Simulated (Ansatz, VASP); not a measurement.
One calculation of InSe2, two programs

File POSCAR:

```
InSe2
1.0
    0.0000000000      4.1871067836      4.1871067836
    4.1871067836      0.0000000000      4.1871067836
    4.1871067836      4.1871067836      0.0000000000
In Se
2 4
Direct
    0.0000000000      0.0000000000      0.0000000000
    0.2500000000      0.2500000000      0.2500000000
    0.6250000000      0.6250000000      0.6250000000
    0.1250000000      0.6250000000      0.6250000000
    0.6250000000      0.6250000000      0.1250000000
    0.6250000000      0.1250000000      0.6250000000
```

File INCAR.step1:

```
ALGO = Normal
EDIFF = 1E-4
ENCUT = 520
GGA = PE
ISMEAR = 0
LASPH = True
LCHARG = False
LREAL = False
LWAVE = True
NBANDS = 34
NELM = 100
PREC = Accurate
SIGMA = 0.1
```

Contents of INCAR.step2:

```
ALGO = Normal
EDIFF = 1E-6
ENCUT = 520
ISIF = 2
ISMEAR = 0
ISTART = 1
LASPH = True
LCHARG = True
LELF = True
LMIXTAU = True
LREAL = False
LVHAR = True
LWAVE = False
METAGGA = R2SCAN
NBANDS = 34
NELM = 100
PREC = Accurate
SIGMA = 0.1
```

KPOINTS

```
k-points
0
Gamma
  4 4 4
```

Input for Ansatz:

```yaml
crystal:
  lattice:
    - [0.0, 4.1871067836, 4.1871067836]
    - [4.1871067836, 0.0, 4.1871067836]
    - [4.1871067836, 4.1871067836, 0.0]
  atoms:
    - { symbol: In, position: [0.0, 0.0, 0.0] }
    - { symbol: In, position: [0.25, 0.25, 0.25] }
    - { symbol: Se, position: [0.625, 0.625, 0.625] }
    - { symbol: Se, position: [0.125, 0.625, 0.625] }
    - { symbol: Se, position: [0.625, 0.625, 0.125] }
    - { symbol: Se, position: [0.625, 0.125, 0.625] }
basis:
  ecutwfc: 500
kpoints:
  mp_grid: { grid: [4, 4, 4] }
hamiltonian:
  xc: r2scan
scf:
  occupations: { method: gaussian, width: 0.1 }
  lower_state_search: "off"
output:
  forces: true
  stress: true
  eigenvalues: true
```

Alike in both runs: task single point; functional r2SCAN; k mesh 4 × 4 × 4; occupations gaussian, width 0.1 eV; no spin polarisation.

|  | VASP | Ansatz |
| --- | --- | --- |
| version | VASP 6.6.1 | Ansatz 0.2.0 |
| potentials or method | VASP PAW PBE potentials, release 64 (In_d, Se), cutoff 520 eV | scalar-relativistic, plane waves, PAW |
| valence electrons in the cell | 50 | 90 |

|  | VASP | Ansatz | Ansatz less VASP |
| --- | --- | --- | --- |
| gap on the k mesh at the Fermi level (eV) | none | none | - |
| pressure (GPa) | 2.5 | 2.5 | -0.01 |

VASP's potentials were made for PBE, not for r2SCAN. A gap of «none» marks a metal or a gap that the smearing closes. The functional is the same, so the differences come from potentials, cutoffs and numerics. VASP's potentials hold 50 valence electrons a cell and Ansatz's 90, so a difference there can come from the potentials and not from the codes.
